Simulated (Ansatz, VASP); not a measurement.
**MgO in VASP and in Ansatz**

```xyz
4
Lattice="3.6577 0.0000 0.0000 -1.8288 3.1677 0.0000 0.0000 0.0000 6.9117" Properties=species:S:1:pos:R:3 pbc="T T T"
Mg    0.0000    0.0000    3.4559
Mg    0.0000    0.0000    0.0000
O     0.0000    2.1118    0.0000
O     1.8288    1.0559    0.0000
```

Alike in both runs: functional PBE; k mesh 6 × 6 × 4; occupations gaussian, width 0.1 eV; collinear spin.

Ansatz relaxed the structure, and its values are those at the end. VASP's run is a single point on that final structure, the one shown.

|  | VASP | Ansatz |
| --- | --- | --- |
| version | VASP 6.6.1 | Ansatz 0.2.0 |
| potentials or method | VASP PAW PBE potentials, release 64 (Mg, O), cutoff 520 eV | scalar-relativistic, plane waves, PAW |
| valence electrons in the cell | 16 | 32 |

```tsv
	VASP	Ansatz	Ansatz less VASP
gap on the k mesh at the Fermi level (eV)	none	none	-
pressure (GPa)	-0.2	0.0	+0.20
net moment per atom (μB)	0.00	0.00	0.000
```

A gap of «none» marks a metal or a gap that the smearing closes. VASP's potentials hold 16 valence electrons a cell and Ansatz's 32, so a difference there can come from the potentials and not from the codes. Ansatz's warnings: seeded moment not kept.
